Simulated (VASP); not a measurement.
Set up this calculation in VASP 6.6.1, as the native input.

| Quantity | Value |
| --- | --- |
| Task | single point |
| Functional | PBEsol |
| Potentials or basis | VASP PAW PBE potentials, release 64 (Si, O) |
| Cutoff | 600 eV |
| k mesh | 8 × 8 × 8 |
| Occupations | gaussian, width 0.02 eV |
| Spin | no spin polarisation |
| Dipole correction | no |
| Further INCAR settings | ALGO = Normal; EDIFF = 1e-06; NBANDS = 25 |

The structure of SiO2 lies in POSCAR:

```
SiO2
1.0
   -2.4899264774      2.4899264774      3.6689920576
    2.4899264774     -2.4899264774      3.6689920576
    2.4899264774      2.4899264774     -3.6689920576
Si O
2 4
Direct
    0.0000000000      0.0000000000      0.0000000000
    0.7500000000      0.2500000000      0.5000000000
    0.9716685259      0.6250000000      0.8466685259
    0.3750000000      0.2216685259      0.3466685259
    0.7783314741      0.1250000000      0.1533314741
    0.8750000000      0.0283314741      0.6533314741
```

These files were run (other wordings do the same):

INCAR

```
PREC     = Accurate       # precision mode
ENCUT    = 600            # plane-wave cutoff, eV
EDIFF    = 1E-6           # SCF threshold, eV
ISMEAR   = 0              # smearing method
SIGMA    = 0.02           # smearing width, eV
LREAL    = False          # projectors in reciprocal space
LASPH    = True           # aspherical terms in the spheres
NELM     = 120            # most SCF steps
ALGO     = Normal         # electronic algorithm
ISIF     = 2              # what is computed and relaxed
LWAVE    = False          # write WAVECAR
LCHARG   = True           # write CHGCAR
GGA      = PS             # functional
LELF     = True           # ELF
LVHAR    = True         
NBANDS   = 25             # bands
GGA_COMPAT= False
```

KPOINTS

```
regular mesh
0
Gamma
  8 8 8
```

Potentials or basis: VASP PAW PBE potentials, release 64 (Si, O).

The run is started by

```console
$ cat potpaw_PBE.64/Si/POTCAR potpaw_PBE.64/O/POTCAR > POTCAR
$ mpirun -np 1 vasp_std > vasp.out
```

Results of the run:

* Pressure: 0.3 GPa
* Largest force: 0.017 eV/Å
* Band gap on the k mesh: 5.82 eV

Caveat: the PAW data sets were made with another functional, which shifts forces and pressure a little.

Wall time 2.3 min on 1 thread of AMD EPYC 7R13 Processor (Zen 3), with other jobs on the host, peak memory 0.29 GiB.
